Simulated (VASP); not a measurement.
# InAs (rocksalt type) (Fm-3m) in VASP: further runs

InAs (rocksalt type) is run at these levels: r2SCAN; tasks: single point.

Program: VASP 6.6.1. These are calculated values, not measurements. Logs are shortened: lines on timing, memory, paths and dates and some standing lists are left out, and cuts for length are marked.

## (1) The cell of the first run

Symmetry: Fm-3m, No. 225, cubic system. The conventional cell has a = 5.276 Å, b = 5.276 Å, c = 5.276 Å, α = 90.00°, β = 90.00°, γ = 90.00°. Within 3.5 Å of In (site symmetry m-3m) lie 6 As at 2.64 Å. As (site symmetry m-3m) has 6 In at 2.64 Å within 3.5 Å.

## (2) Single point, r2SCAN (18.36 Å³/atom)

The input, POSCAR:

```
InAs
1.0
    0.0000000000      2.6380330813      2.6380330813
    2.6380330813      0.0000000000      2.6380330813
    2.6380330813      2.6380330813      0.0000000000
In As
1 1
Direct
    0.0000000000      0.0000000000      0.0000000000
    0.5000000000      0.5000000000      0.5000000000
```

The input, INCAR.step1:

```
SYSTEM = InAs
PREC = Accurate
ENCUT = 550
ISMEAR = -1
SIGMA = 0.05
LREAL = .False.
LASPH = .True.
NELM = 120
NBANDS = 16
GGA = PE
ALGO = Normal
EDIFF = 1E-5
LWAVE = .True.
LCHARG = .False.
GGA_COMPAT = .False.
```

The input, INCAR.step2:

```
SYSTEM = InAs
PREC = Accurate
ENCUT = 550
EDIFF = 1E-6
ISMEAR = -1
SIGMA = 0.05
LREAL = .False.
LASPH = .True.
NELM = 120
ALGO = Normal
ISIF = 2
LWAVE = .False.
LCHARG = .True.
METAGGA = R2SCAN
LMIXTAU = .True.
LELF = .True.
LVHAR = .True.
NBANDS = 16
ISTART = 1
GGA_COMPAT = .False.
```

The input, KPOINTS:

```
regular mesh
0
Gamma
  13 13 13
  0 0 0
```

Potentials or basis: VASP PAW PBE potentials, release 64 (In_d, As).

Started as:

```sh
$ cat potpaw_PBE.64/In_d/POTCAR potpaw_PBE.64/As/POTCAR > POTCAR
$ cp INCAR.step1 INCAR
$ mpirun -np 1 vasp_std > vasp.out
$ cp INCAR.step2 INCAR
$ mpirun -np 1 vasp_std > vasp.out
```

OUTCAR:

```text
SYSTEM = InAs
   PREC = Accurate
   ENCUT = 550
   EDIFF = 1E-6
   ISMEAR = -1
   LREAL = .False.
   LASPH = .True.
   NELM = 120
   ISIF = 2
   METAGGA = R2SCAN
   ISTART = 1

 ion  position               nearest neighbor table
   1  0.000  0.000  0.000-   2 2.64   2 2.64   2 2.64   2 2.64   2 2.64   2 2.64
   2  0.500  0.500  0.500-   1 2.64   1 2.64   1 2.64   1 2.64   1 2.64   1 2.64

  LATTYP: Found a face centered cubic cell.
 ALAT       =     5.2760661626

  Lattice vectors:

 A1 = (   0.0000000000,   2.6380330813,   2.6380330813)
 A2 = (   2.6380330813,   0.0000000000,   2.6380330813)
 A3 = (   2.6380330813,   2.6380330813,   0.0000000000)

Analysis of symmetry for initial positions (statically):
=====================================================================
 Subroutine PRICEL returns:
 Original cell was already a primitive cell.

 Routine SETGRP: Setting up the symmetry group for a
 face centered cubic supercell.

 Subroutine GETGRP returns: Found 48 space group operations
 (whereof 48 operations were pure point group operations)
 out of a pool of 48 trial point group operations.

The static configuration has the point symmetry O_h .

Analysis of symmetry for dynamics (positions and initial velocities):
=====================================================================
 Subroutine PRICEL returns:
 Original cell was already a primitive cell.

 Routine SETGRP: Setting up the symmetry group for a
 face centered cubic supercell.

 Subroutine GETGRP returns: Found 48 space group operations
 (whereof 48 operations were pure point group operations)
 out of a pool of 48 trial point group operations.

The dynamic configuration has the point symmetry O_h .

 Subroutine INISYM returns: Found 48 space group operations
 (whereof 48 operations are pure point group operations),
 and found     1 'primitive' translations

----------------------------------------------------------------------------------------

                                     Primitive cell

  volume of cell :      36.7173

  direct lattice vectors                    reciprocal lattice vectors
     0.000000000  2.638033081  2.638033081    -0.189535152  0.189535152  0.189535152
     2.638033081  0.000000000  2.638033081     0.189535152 -0.189535152  0.189535152
     2.638033081  2.638033081  0.000000000     0.189535152  0.189535152 -0.189535152

  length of vectors
     3.730742162  3.730742162  3.730742162     0.328284512  0.328284512  0.328284512

  position of ions in fractional coordinates (direct lattice)
     0.000000000  0.000000000  0.000000000
     0.500000000  0.500000000  0.500000000

  ion indices of the primitive-cell ions
   primitive index   ion index
                 1           1
                 2           2

----------------------------------------------------------------------------------------

 KPOINTS: regular mesh

Automatic generation of k-mesh.
 Grid dimensions read from file:
 generate k-points for:   13   13   13

 Generating k-lattice:

  Cartesian coordinates                     Fractional coordinates (reciprocal lattice)
    -0.014579627  0.014579627  0.014579627     0.076923077  0.000000000  0.000000000
     0.014579627 -0.014579627  0.014579627     0.000000000  0.076923077  0.000000000
     0.014579627  0.014579627 -0.014579627     0.000000000  0.000000000  0.076923077

  Length of vectors
     0.025252655  0.025252655  0.025252655

  Shift w.r.t. Gamma in fractional coordinates (k-lattice)
     0.000000000  0.000000000  0.000000000

 Subroutine IBZKPT returns following result:
 ===========================================

 Found     84 irreducible k-points:

 Following reciprocal coordinates:
            Coordinates               Weight
  0.000000  0.000000  0.000000      1.000000
  0.076923  0.000000  0.000000      8.000000
  0.153846  0.000000  0.000000      8.000000
  0.230769  0.000000  0.000000      8.000000
  0.307692  0.000000  0.000000      8.000000
  0.384615  0.000000  0.000000      8.000000
[... 16 lines left out ...]
  0.384615  0.153846  0.000000     24.000000
  0.461538  0.153846  0.000000     24.000000
 [... further k-points ...]
   k-points           NKPTS =     84   k-points in BZ     NKDIM =     84   number of bands    NBANDS=     16
   number of dos      NEDOS =    301   number of ions     NIONS =      2
   total plane-waves  NPLWV =  27000
   dimension x,y,z NGX =    30 NGY =   30 NGZ =   30
   dimension x,y,z NGXF=    60 NGYF=   60 NGZF=   60
   ions per type =               1   1
   NGX,Y,Z   is equivalent  to a cutoff of  13.37, 13.37, 13.37 a.u.
   NGXF,Y,Z  is equivalent  to a cutoff of  26.74, 26.74, 26.74 a.u.
 SYSTEM =  InAs
   PREC   = accura    normal or accurate (medium, high low for compatibility)
   ISTART =      1    job   : 0-new  1-cont  2-samecut
   ICHARG =      0    charge: 1-file 2-atom 10-const
   ISPIN  =      1    spin polarized calculation?
   LNONCOLLINEAR =      F non collinear calculations
   LSORBIT =      F    spin-orbit coupling
   LASPH  =      T    aspherical Exc in radial PAW
   ENCUT  =  550.0 eV  40.42 Ry    6.36 a.u.   7.13  7.13  7.13*2*pi/ulx,y,z
   NELM   =    120;   NELMIN=  2; NELMDL=  0     # of ELM steps
   EDIFF  = 0.1E-05   stopping-criterion for ELM
   LREAL  =      F    real-space projection
   EDIFFG = 0.1E-04   stopping-criterion for IOM
   NSW    =      0    number of steps for IOM
   IBRION =     -1    ionic relax: 0-MD 1-quasi-New 2-CG
   NFREE  =      0    steps in history (QN), initial steepest desc. (CG)
   ISIF   =      2    stress and relaxation
   ISYM   =      2    0-nonsym 1-usesym 2-fastsym
   POTIM  = 0.5000    time-step for ionic-motion
   TEBEG  =    0.0;   TEEND  =   0.0 temperature during run
   PSTRESS=    0.0 pullay stress
   NELECT =      18.0000    total number of electrons
   NUPDOWN=      -1.0000    fix difference up-down
   EMIN   =  10.00;   EMAX   =-10.00  energy-range for DOS
   EFERMI =   0.00;   METHOD = LEGACY
   ISMEAR =    -1;   SIGMA  =   0.05  broadening in eV -4-tet -1-fermi 0-gaus
   EFERMI_NEDOS =   21; number of points for ismear=-14 and -15
   IALGO  =     38    algorithm
   IMIX   =      4    mixing-type and parameters
     AMIX     =   0.40;   BMIX     =  1.00
     AMIX_MAG =   1.60;   BMIX_MAG =  1.00
  volume/ion in A,a.u.               =      18.36       123.89
  Fermi-wavevector in a.u.,A,eV,Ry     =   1.290849  2.439351 22.671266  1.666291
  Thomas-Fermi vector in A             =   2.422655
   LORBIT       =      0    0 simple, 1 ext, 2 COOP (PROOUT), +10 PAW based schemes
   METAGGA = R2SCAN    functional components
   LHFCALC =     F    Hartree Fock is set to
   AEXX    =    0.0000 exact exchange contribution
   IVDW    =     0    specifies the selected vdW correction
   LEPSILON=     F    determine dielectric tensor
   LRPA    =     F    only Hartree local field effects (RPA)
 non-spin polarized calculation
  energy-cutoff  :      550.00
  volume of cell :       36.72
 maximum number of plane-waves:      1086
 NGX is ok and might be reduce to    30
   NGX = 15   NGY = 15   NGZ = 15

 number of electron      18.0000004 magnetization

 Free energy of the ion-electron system (eV)
  ---------------------------------------------------
  ext. energy  EPLUGINS =         0.00000000
  ---------------------------------------------------
  free energy    TOTEN  =       -36.93473317 eV

  energy without entropy =      -36.92917643  energy(sigma->0) =      -36.93195480

 E-fermi :   9.1089     XC(G=0): -12.0095

 val. band max:        9.0547458502   @ k =  -0.4615   0.0769   0.0000
 cond. band min:       9.1633911259   @ k =  -0.1538   0.0769   0.0000
 fundamental gap:      0.1086452757
 Fermi energy:         9.1088531944

 k-point     1 :       0.0000    0.0000    0.0000
  band No.  band energies     occupation
      1      -6.2954      2.00000
      2      -6.2954      2.00000
      3      -6.2418      2.00000
      4      -6.2418      2.00000
      5      -6.2417      2.00000
      6      -5.6601      2.00000
[... 8 lines left out ...]
     15      18.6278      0.00000
     16      18.6278      0.00000

 k-point     2 :       0.0769    0.0000    0.0000
  band No.  band energies     occupation
      1      -6.3020      2.00000
      2      -6.3020      2.00000
      3      -6.2432      2.00000
      4      -6.2360      2.00000
      5      -6.2360      2.00000
      6      -5.5686      2.00000
[... 8 lines left out ...]
     15      17.9991      0.00000
     16      18.3956      0.00000

 k-point     3 :       0.1538    0.0000    0.0000
  band No.  band energies     occupation
      1      -6.3233      2.00000
      2      -6.3233      2.00000
      3      -6.2491      2.00000
      4      -6.2170      2.00000
      5      -6.2170      2.00000
      6      -5.2948      2.00000
[... 8 lines left out ...]
     15      17.9597      0.00000
     16      18.0548      0.00000

 k-point     4 :       0.2308    0.0000    0.0000
  band No.  band energies     occupation
      1      -6.3553      2.00000
      2      -6.3553      2.00000
      3      -6.2600      2.00000
      4      -6.1878      2.00000
      5      -6.1878      2.00000
      6      -4.8487      2.00000
[... 8 lines left out ...]
     15      18.6793      0.00000
     16      18.6793      0.00000
[... 324 lines left out ...]
 k-point    22 :       0.3077    0.1538    0.0000
  band No.  band energies     occupation
      1      -6.5395      2.00000
      2      -6.3089      2.00000
      3      -6.2703      2.00000
      4      -6.1788      2.00000
      5      -6.1481      2.00000
      6      -4.2264      2.00000
[... 8 lines left out ...]
     15      20.8723      0.00000
     16      21.1070      0.00000

 k-point    23 :       0.3846    0.1538    0.0000
  band No.  band energies     occupation
      1      -6.5702      2.00000
      2      -6.3419      2.00000
      3      -6.2687      2.00000
      4      -6.1674      2.00000
      5      -6.1200      2.00000
      6      -3.5873      2.00000
[... 8 lines left out ...]
     15      21.9541      0.00000
     16      22.1280      0.00000

 k-point    24 :       0.4615    0.1538    0.0000
  band No.  band energies     occupation
      1      -6.5791      2.00000
      2      -6.3745      2.00000
      3      -6.2661      2.00000
      4      -6.1568      2.00000
      5      -6.1045      2.00000
      6      -2.9381      2.00000
[... 8 lines left out ...]
     15      22.9046      0.00000
     16      23.3759      0.00000

 [... further k-points ...]

------------------------ aborting loop because EDIFF is reached ----------------------------------------

  FORCE on cell =-STRESS in cart. coord.  units (eV):
  Direction    XX          YY          ZZ          XY          YZ          ZX
  --------------------------------------------------------------------------------------
  -------------------------------------------------------------------------------------
  Total        6.3636330      6.3636330      6.3636330      0.0000000      0.0000000     -0.0000000
  in kB      277.6802573    277.6802573    277.6802573      0.0000000      0.0000000     -0.0000000
  external PRESSURE =     277.6802573 kB  Pullay stress =       0.0000000 kB

 VOLUME and BASIS-vectors are now :
 -----------------------------------------------------------------------------
  energy-cutoff  :      550.00
  volume of cell :       36.72
      direct lattice vectors                 reciprocal lattice vectors
     0.000000000  2.638033081  2.638033081    -0.189535152  0.189535152  0.189535152
     2.638033081  0.000000000  2.638033081     0.189535152 -0.189535152  0.189535152
     2.638033081  2.638033081  0.000000000     0.189535152  0.189535152 -0.189535152

 POSITION                                       TOTAL-FORCE (eV/Angst)
 -----------------------------------------------------------------------------------
      0.00000      0.00000      0.00000         0.000000      0.000000     -0.000000
      2.63803      2.63803      2.63803         0.000000     -0.000000      0.000000
 -----------------------------------------------------------------------------------
    total drift:                               -0.000000      0.000000      0.000000

  FREE ENERGIE OF THE ION-ELECTRON SYSTEM (eV)
  ---------------------------------------------------
  free  energy   TOTEN  =       -36.9347331684 eV

  energy  without entropy=      -36.9291764319  energy(sigma->0) =      -36.93195480
```

Wall time 3.2 min (1 thread of AMD EPYC 7R13 (Zen 3), shared host); peak memory 0.18 GiB.

What came out:

```yaml
Free_energy: -36.9347 eV
Pressure: 27.8 GPa
Band_gap_on_the_k_mesh: zero (bands 9 and 10 overlap by 2.88 eV)
```

Caveat: the cell stands under pressure; the PAW data sets were made with another functional, which shifts forces and pressure a little; spin-orbit coupling is left out, which moves the levels of the heavy elements.

## (3) Single point, r2SCAN (20.19 Å³/atom)

This run uses another cell than the first one, of 20.19 Å³/atom.

The input, POSCAR:

```
InAs
1.0
    0.0000000000      2.7231890937      2.7231890937
    2.7231890937      0.0000000000      2.7231890937
    2.7231890937      2.7231890937      0.0000000000
In As
1 1
Direct
    0.0000000000      0.0000000000      0.0000000000
    0.5000000000      0.5000000000      0.5000000000
```

The input, INCAR.step1:

```
SYSTEM = InAs
ALGO = Normal
EDIFF = 1E-5
ENCUT = 550
GGA = PE
GGA_COMPAT = .FALSE.
ISMEAR = -1
LASPH = .TRUE.
LCHARG = .FALSE.
LREAL = .FALSE.
LWAVE = .TRUE.
NBANDS = 16
NELM = 120
PREC = Accurate
SIGMA = 0.05
```

The input, INCAR.step2:

```
SYSTEM = InAs
ALGO = Normal
EDIFF = 1E-6
ENCUT = 550
GGA_COMPAT = .FALSE.
ISIF = 2
ISMEAR = -1
ISTART = 1
LASPH = .TRUE.
LCHARG = .FALSE.
LMIXTAU = .TRUE.
LREAL = .FALSE.
LWAVE = .FALSE.
METAGGA = R2SCAN
NBANDS = 16
NELM = 120
PREC = Accurate
SIGMA = 0.05
```

The input, KPOINTS:

```
k-points
0
G
  13 13 13
  0 0 0
```

Potentials or basis: VASP PAW PBE potentials, release 64 (In_d, As).

Started as:

```sh
$ cat potpaw_PBE.64/In_d/POTCAR potpaw_PBE.64/As/POTCAR > POTCAR
$ cp INCAR.step1 INCAR
$ mpirun -np 1 vasp_std > vasp.out
$ cp INCAR.step2 INCAR
$ mpirun -np 1 vasp_std > vasp.out
```

It took 3 min on 1 thread of AMD EPYC 7R13 (Zen 3), shared host; peak memory 0.18 GiB.

It converged, with:

```yaml
Free_energy: -37.3864 eV
Pressure: 12.8 GPa
Band_gap_on_the_k_mesh: zero (bands 9 and 10 overlap by 2.94 eV)
```

Levels at points of the mesh, in eV from the Fermi level:
```csv
k point,band 5,band 6,band 7,band 8,band 9,band 10,band 11,band 12,band 13,band 14
"(0.00, 0.00, 0.00)",-15.10,-13.85,-0.36,-0.36,-0.36,1.15,7.77,7.77,7.77,8.99
```

Caveat: the cell stands under pressure; the PAW data sets were made with another functional, which shifts forces and pressure a little; spin-orbit coupling is left out, which moves the levels of the heavy elements.

[end of part 1 of 2]

The gap in the log of VASP goes by the Fermi energy; the results here count the filled bands.